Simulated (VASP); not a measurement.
PtSe2, 3 atoms in the cell. Symmetry: P-3m1, No. 164, trigonal system. The conventional cell has a = 3.648 Å, b = 3.648 Å, c = 4.959 Å, α = 90.00°, β = 90.00°, γ = 120.00°. Within 3.2 Å of Pt (site symmetry -3m) lie 6 Se at 2.44 Å. Within 3.3 Å of Se (site symmetry 3m) lie 3 Pt at 2.44 Å and 6 Se at 3.25 Å. 

- Program: VASP 6.6.1
- Task: single point
- Functional: revPBE
- Dispersion: D3(BJ)
- Potentials or basis: VASP PAW PBE potentials, release 64 (Pt, Se)
- Cutoff: 520 eV
- k mesh: 8 × 8 × 5
- Occupations: fermi-dirac, width 0.05 eV
- Spin: no spin polarisation
- Dipole correction: no
- Further INCAR settings: ALGO = Normal; EDIFF = 1e-06; NBANDS = 18

Potentials or basis: VASP PAW PBE potentials, release 64 (Pt, Se).

Launch:

```sh
$ cat potpaw_PBE.64/Pt/POTCAR potpaw_PBE.64/Se/POTCAR > POTCAR
$ mpirun -np 1 vasp_std > vasp.out
```

Hardware: 1 thread of Intel Xeon 8259CL, on a shared host.

Task: Estimate the wall time of this run.

Result: Run time: 48 s on 1 thread of Intel Xeon 8259CL, with other jobs on the host, peak memory 0.21 GiB. Counts: scf iterations 14, k points 40.
